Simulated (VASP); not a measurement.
Crystal: Fe3Co.

```
CELL_PARAMETERS angstrom
4.02358 0.00000 0.00000
0.00000 4.02358 0.00000
0.00000 0.00000 2.82771
ATOMIC_POSITIONS crystal
Fe 0.50000 0.50000 0.00000
Fe 0.50000 0.00000 0.50000
Fe 0.00000 0.50000 0.50000
Co 0.00000 0.00000 0.00000
```

Program: VASP 6.6.1. Alike in all runs: task single point; level PBEsol; potentials or basis VASP PAW PBE potentials, release 64 (Fe, Co); spin collinear, ferromagnetic start; cell as given; cutoff (eV) 600.

Problem. Order these runs on this cell by their pressure, lowest first.
A. k mesh 2 × 2 × 4; smearing gaussian 0.1 eV
B. k mesh 2 × 2 × 2; smearing gaussian 0.1 eV
C. k mesh 5 × 5 × 7; smearing gaussian 0.01 eV
D. k mesh 1 × 1 × 1; smearing gaussian 0.1 eV

Solution. C (-8.5 GPa), B (-6.0 GPa), A (-3.8 GPa), D (4.4 GPa).

Caveats: some runs use coarse meshes; the PAW data sets were made with another functional, which shifts forces and pressure a little; the cell stands under tension (at least some runs).
